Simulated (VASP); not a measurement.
**TiAl3: single point with PBE**

TiAl3:

```xyz
8
Lattice="0.0318 -3.9033 0.0098 -3.8533 0.0318 -0.0050 -0.0113 0.0220 -8.7479" Properties=species:S:1:pos:R:3 pbc="T T T"
Ti   -2.0673   -1.9889   -4.3011
Ti   -0.0910    0.1803   -0.1445
Al   -0.0893    0.0118   -4.5344
Al   -1.8876   -2.0199    0.0455
Al   -1.7377   -0.0816   -2.3046
Al    0.2080   -1.8719   -6.4313
Al    0.1021   -1.9750   -2.1332
Al   -2.1141    0.0685   -6.4304
```

This cell differs from its parent crystal: atoms moved at random and the cell strained at random.

- Program: VASP 6.6.1
- Task: single point
- Functional: PBE
- Potentials or basis: VASP PAW PBE potentials, release 64 (Ti_sv, Al)
- Cutoff: 520 eV
- k mesh: 10 × 10 × 4
- Occupations: gaussian, width 0.15 eV
- Spin: no spin polarisation
- Dipole correction: no
- Further INCAR settings: ALGO = Normal; EDIFF = 1e-07; NBANDS = 31

```
Pressure               : 1.2 GPa
Largest force          : 3.154 eV/Å
Band gap on the k mesh : zero (band 21 reaches 8.47 eV, above the bottom of band 22 at 6.78 eV)
```

Forces on the atoms (eV/Å):
```
Ti   1.287  0.771 -0.514
Ti   1.177 -2.355  1.737
Al  -0.447 -0.204  0.900
Al  -0.535  1.554 -0.101
Al  -1.043  0.555  0.380
Al  -2.204 -0.674 -1.059
Al  -0.047  0.026 -0.423
Al   1.810  0.327 -0.918
```

Stress tensor (GPa, compression positive):
```
 2.07  1.32 -1.30
 1.32  1.51  0.16
-1.30  0.16  0.07
```

Levels at points of the mesh, in eV from the Fermi level:
```csv
k point,band 19,band 20,band 21,band 22,band 23,band 24
"(0.00, 0.00, 0.00)",-0.77,-0.19,0.53,0.63,0.79,0.86
"(0.50, 0.00, 0.00)",-0.81,-0.78,0.24,0.50,1.59,1.64
"(0.00, 0.50, 0.00)",-0.82,-0.74,-0.04,0.27,1.72,1.74
"(0.50, 0.50, 0.00)",-2.32,-2.07,-0.90,-0.78,1.55,1.61
"(0.00, 0.00, 0.50)",-0.53,-0.02,0.62,0.74,0.94,1.11
"(0.50, 0.00, 0.50)",-0.40,-0.29,0.43,0.65,1.59,1.63
"(0.00, 0.50, 0.50)",-0.39,-0.12,0.22,0.45,1.28,1.72
"(0.50, 0.50, 0.50)",-1.54,-1.47,-1.25,-1.06,0.66,0.78
```

Run time: 16 min on 1 thread of Intel(R) Xeon(R) Platinum 8259CL CPU @ 2.50GHz (Skylake/Cascade Lake), with other jobs on the host, peak memory 0.71 GiB.

Caveat: the cell differs from its parent crystal (atoms moved at random and the cell strained at random); forces of over 1 eV/Å act on the atoms, so gaps and moduli don't describe the material at rest.
